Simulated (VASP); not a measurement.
Set up this calculation in VASP 6.6.1, as the native input.

```yaml
Task: single point
Functional: PBE
Potentials_or_basis: VASP PAW PBE potentials, release 64 (Pt)
Cutoff: 520 eV
k_mesh: 12 × 12 × 12
Occupations: gaussian, width 0.017 eV
Spin: no spin polarisation
Dipole_correction: no
Further_INCAR_settings: ALGO = Fast; EDIFF = 1e-06; NBANDS = 11
```

The structure of Pt lies in POSCAR:

```
Pt
1.0
    0.0000000000      1.9609000000      1.9609000000
    1.9609000000      0.0000000000      1.9609000000
    1.9609000000      1.9609000000      0.0000000000
Pt
1
Direct
    0.0000000000      0.0000000000      0.0000000000
```

One way to write it, as run:

INCAR

```
SYSTEM = Pt
  PREC = Accurate
  ENCUT = 520
  EDIFF = 1E-6
  ISMEAR = 0
  SIGMA = 0.017
  LREAL = .FALSE.
  LASPH = .TRUE.
  NELM = 100
  ALGO = Fast
  ISIF = 2
  LWAVE = .FALSE.
  LCHARG = .FALSE.
  GGA = PE
  NBANDS = 11
```

KPOINTS

```
Automatic mesh
0
G
  12 12 12
  0 0 0
```

Potentials or basis: VASP PAW PBE potentials, release 64 (Pt).

Command:

```bash
$ cat potpaw_PBE.64/Pt/POTCAR > POTCAR
$ mpirun -np 1 vasp_std > vasp.out
```

It gave:

```yaml
Pressure: 9.7 GPa
Band_gap_on_the_k_mesh: zero (band 5 reaches 11.78 eV, above the bottom of band 6 at 9.54 eV)
```

Caveat: spin-orbit coupling is left out, which moves the levels of the heavy elements.

Wall time 5.4 s on 1 thread of Intel(R) Xeon(R) 6975P-C (Granite Rapids), on a shared host, peak memory 0.14 GiB.
